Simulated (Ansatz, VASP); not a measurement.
# P in VASP and in Ansatz

File POSCAR:

```
P
1.0
    3.1540000000      0.0000000000      0.0000000000
   -1.5770000000      2.7314441236      0.0000000000
    0.0000000000      0.0000000000     28.0000000000
P
2
Direct
    0.3333333333      0.6666666667      0.5234107143
    0.6666666667      0.3333333333      0.4765892857
```

Contents of INCAR.step1:

```
SYSTEM = P
PREC = Accurate
ENCUT = 520
ISMEAR = 0
SIGMA = 0.02
LREAL = .False.
LASPH = .True.
NELM = 60
LDIPOL = .True.
IDIPOL = 3
DIPOL = 0.5 0.5 0.500
NBANDS = 12
GGA = PE
ALGO = Normal
EDIFF = 1E-4
LWAVE = .True.
LCHARG = .False.
```

File INCAR.step2:

```
SYSTEM = P
PREC = Accurate
ENCUT = 520
EDIFF = 1E-6
ISMEAR = 0
SIGMA = 0.02
LREAL = .False.
LASPH = .True.
NELM = 60
ALGO = Normal
ISIF = 2
LWAVE = .False.
LCHARG = .False.
LDIPOL = .True.
IDIPOL = 3
DIPOL = 0.5 0.5 0.500
METAGGA = R2SCAN
LMIXTAU = .True.
NBANDS = 12
ISTART = 1
```

Contents of KPOINTS:

```
regular mesh
0
Gamma
  9 9 1
  0 0 0
```

Input for Ansatz:

```yaml
crystal:
  lattice:
    - [3.154, 0.0, 0.0]
    - [-1.577, 2.7314441236, 0.0]
    - [0.0, 0.0, 28.0]
  atoms:
    - { symbol: P, position: [0.3333333333, 0.6666666667, 0.5234107143] }
    - { symbol: P, position: [0.6666666667, 0.3333333333, 0.4765892857] }
  periodic: [true, true, false]
basis:
  ecutwfc: 500
kpoints:
  mp_grid: { grid: [9, 9, 1] }
hamiltonian:
  xc: r2scan
scf:
  occupations: { method: gaussian, width: 0.02 }
output:
  forces: true
  stress: true
  eigenvalues: true
```

Alike in both runs: task single point; functional r2SCAN; k mesh 9 × 9 × 1; occupations gaussian, width 0.02 eV; no spin polarisation.

|  | VASP | Ansatz |
| --- | --- | --- |
| version | VASP 6.6.1 | Ansatz 0.2.0 |
| potentials or method | VASP PAW PBE potentials, release 64 (P), cutoff 520 eV | scalar-relativistic, plane waves, PAW |
| valence electrons in the cell | 10 | 10 |

Ansatz gave:

| Quantity | Value |
| --- | --- |
| gap on the k mesh at the Fermi level (eV) | 1.31 |
| least direct gap on the mesh (eV) | 2.81 |
| rms of the force components (eV/Å) | 0.665 |

Task: What did VASP give for the same quantities?

Result: gap on the k mesh at the Fermi level (eV): 1.32; least direct gap on the mesh (eV): 2.84; rms of the force components (eV/Å): 0.758.

VASP's potentials were made for PBE, not for r2SCAN. Atom by atom the forces differ by 0.093 eV/Å (rms over components).
